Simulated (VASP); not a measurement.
Wanted: the native input for a VASP 6.6.1 run.

| Quantity | Value |
| --- | --- |
| Task | single point |
| Functional | PBE |
| Dispersion | D3(BJ) |
| Potentials or basis | VASP PAW PBE potentials, release 64 (In_d, Sb) |
| Cutoff | 520 eV |
| k mesh | 4 × 4 × 4 |
| Occupations | fermi-dirac, width 0.05 eV |
| Spin | no spin polarisation |
| Dipole correction | no |
| Further INCAR settings | ALGO = Normal; EDIFF = 1e-07; NBANDS = 22 |

The structure of InSb3 lies in POSCAR:

```
InSb3
1.0
    4.8063670000      0.0000000000      0.0000000000
    0.0000000000      4.8063670000      0.0000000000
    0.0000000000      0.0000000000      4.8063670000
In Sb
1 3
Direct
    0.0000000000      0.0000000000      0.0000000000
    0.5000000000      0.0000000000      0.5000000000
    0.0000000000      0.5000000000      0.5000000000
    0.5000000000      0.5000000000      0.0000000000
```

These files were run (other wordings do the same):

INCAR

```
SYSTEM = InSb3
PREC = Accurate ; ENCUT = 520
EDIFF = 1E-7 ; ISMEAR = -1
SIGMA = 0.05 ; LREAL = .FALSE.
LASPH = .TRUE. ; NELM = 60
ALGO = Normal ; ISIF = 2
LWAVE = .FALSE. ; LCHARG = .FALSE.
GGA = PE ; IVDW = 12
NBANDS = 22
```

KPOINTS

```
Automatic mesh
0
G
  4 4 4
  0 0 0
```

Potentials or basis: VASP PAW PBE potentials, release 64 (In_d, Sb).

Launch:

```sh
$ cat potpaw_PBE.64/In_d/POTCAR potpaw_PBE.64/Sb/POTCAR > POTCAR
$ mpirun -np 1 vasp_std > vasp.out
```

Results of the run:

```
Pressure                   : -2.2 GPa
Band gap on the k mesh     : zero (band 14 reaches 11.33 eV, above the bottom of band 15 at 6.75 eV)
Dispersion energy per atom : -0.456 eV
```

Caveat: spin-orbit coupling is left out, which moves the levels of the heavy elements; pairwise dispersion overbinds metals, which lowers pressure and volume.

Run time: 8.4 s on 1 thread of Intel(R) Xeon(R) 6975P-C (Granite Rapids), with other jobs on the host, peak memory 0.21 GiB.
